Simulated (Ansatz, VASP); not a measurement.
**Two plane-wave programs on PbF2**

INCAR

```
SYSTEM = PbF2
PREC     = Accurate       ! precision mode
ENCUT    = 600            ! plane-wave cutoff, eV
EDIFF    = 1E-7           ! SCF threshold, eV
ISMEAR   = -1             ! smearing method
SIGMA    = 0.05           ! smearing width, eV
LREAL    = .FALSE.        ! projectors in reciprocal space
LASPH    = .TRUE.         ! aspherical terms in the spheres
NELM     = 120            ! most SCF steps
ALGO     = Normal         ! electronic algorithm
ISIF     = 3              ! what is computed and relaxed
LWAVE    = .FALSE.        ! write WAVECAR
LCHARG   = .FALSE.        ! write CHGCAR
GGA      = PS             ! functional
IVDW     = 13             ! dispersion correction
IBRION   = 2              ! ionic algorithm
NSW      = 60             ! ionic steps
EDIFFG   = -0.01          ! ionic threshold
GGA_COMPAT= .FALSE.      
NELMIN   = 4
```

File KPOINTS:

```
regular mesh
0
G
  8 8 8
  0 0 0
```

POSCAR

```
PbF2
1.0
    0.0000000000      2.9636600000      2.9636600000
    2.9636600000      0.0000000000      2.9636600000
    2.9636600000      2.9636600000      0.0000000000
Pb F
1 2
Direct
    0.0000000000      0.0000000000      0.0000000000
    0.7500000000      0.7500000000      0.7500000000
    0.2500000000      0.2500000000      0.2500000000
```

The input input.yaml:

```yaml
crystal:
  lattice:
    - [0.0, 2.96366, 2.96366]
    - [2.96366, 0.0, 2.96366]
    - [2.96366, 2.96366, 0.0]
  atoms:
    - { symbol: Pb, position: [0.0, 0.0, 0.0] }
    - { symbol: F, position: [0.75, 0.75, 0.75] }
    - { symbol: F, position: [0.25, 0.25, 0.25] }
hamiltonian:
  xc: pbesol
  pseudopotentials: { kind: paw }
  dispersion: d4
kpoints:
  mp_grid: { grid: [8, 8, 8] }
scf:
  occupations: { method: fermi_dirac, width: 0.05 }
output:
  forces: true
  stress: true
relax:
  f_tol: 0.01
  max_steps: 40
  cell: { stress_tol: 0.05 }
```

Alike in both runs: task relaxation of cell and atoms; functional PBEsol; dispersion D4; k mesh 8 × 8 × 8; occupations fermi-dirac, width 0.05 eV; no spin polarisation.

|  | VASP | Ansatz |
| --- | --- | --- |
| version | VASP 6.6.1 | Ansatz 0.2.0 |
| potentials or method | VASP PAW PBE potentials, release 64 (Pb_d, F) | Ansatz PAW |
| plane-wave cutoff (eV) | 600 | 420 |
| valence electrons in the cell | 28 | 28 |

Ansatz gave:

| Quantity | Value |
| --- | --- |
| relaxed volume (Å³/atom) | 16.96 |
| relaxed length of the cell vector where the two differ most in proportion (Å) | 4.159 |

Problem. Estimate VASP's values.

Solution. Relaxed volume (Å³/atom): 16.90; relaxed length of the cell vector where the two differ most in proportion (Å): 4.155.

VASP's potentials were made for PBE, not for PBEsol.

Spin-orbit coupling is off throughout. Noted on Ansatz's run: the plane-wave basis is chosen anew once the cell has moved, so the energies of steps on either side of that aren't comparable.
